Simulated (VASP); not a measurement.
Wanted: the native input for a VASP 6.6.1 run.

```yaml
Task: single point
Functional: PBE
Potentials_or_basis: VASP PAW PBE potentials, release 64 (Si, Ge_d, F)
Cutoff: 520 eV
k_mesh: 6 × 6 × 6
Occupations: gaussian, width 0.1 eV
Spin: no spin polarisation
Dipole_correction: no
Further_INCAR_settings: ALGO = Normal; EDIFF = 1e-06; NBANDS = 40
```

The structure of SiGeF6 lies in POSCAR:

```
SiGeF6
1.0
    6.0501759189      0.0000000000      0.0000000000
    0.0000000000      6.0501759189      0.0000000000
    0.0000000000      0.0000000000      6.0501759189
Si Ge F
1 1 6
Direct
    0.5000000000      0.5000000000      0.5000000000
    0.0000000000      0.0000000000      0.0000000000
    0.6998992136      0.0000000000      0.0000000000
    0.3001007864      0.0000000000      0.0000000000
    0.0000000000      0.6998992136      0.0000000000
    0.0000000000      0.3001007864      0.0000000000
    0.0000000000      0.0000000000      0.6998992136
    0.0000000000      0.0000000000      0.3001007864
```

The cell was built from a structure type or drawn by symmetry, and may not be a known phase.

The input as run:

INCAR

```
SYSTEM = SiGeF6
  PREC = Accurate
  ENCUT = 520
  EDIFF = 1E-6
  ISMEAR = 0
  SIGMA = 0.1
  LREAL = .FALSE.
  LASPH = .TRUE.
  NELM = 80
  ALGO = Normal
  ISIF = 2
  LWAVE = .FALSE.
  LCHARG = .TRUE.
  GGA = PE
  LELF = .TRUE.
  LVHAR = .TRUE.
  NBANDS = 40
```

KPOINTS

```
Automatic mesh
0
G
  6 6 6
  0 0 0
```

Potentials or basis: VASP PAW PBE potentials, release 64 (Si, Ge_d, F).

Command:

```sh
$ cat potpaw_PBE.64/Si/POTCAR potpaw_PBE.64/Ge_d/POTCAR potpaw_PBE.64/F/POTCAR > POTCAR
$ mpirun -np 1 vasp_std > vasp.out
```

It gave:

```json
{"Pressure": "0.1 GPa", "Largest force": "0.090 eV/Å"}
```

Wall time 7.3 min on 1 thread of Intel Xeon 8259CL (shared host), peak memory 0.41 GiB.
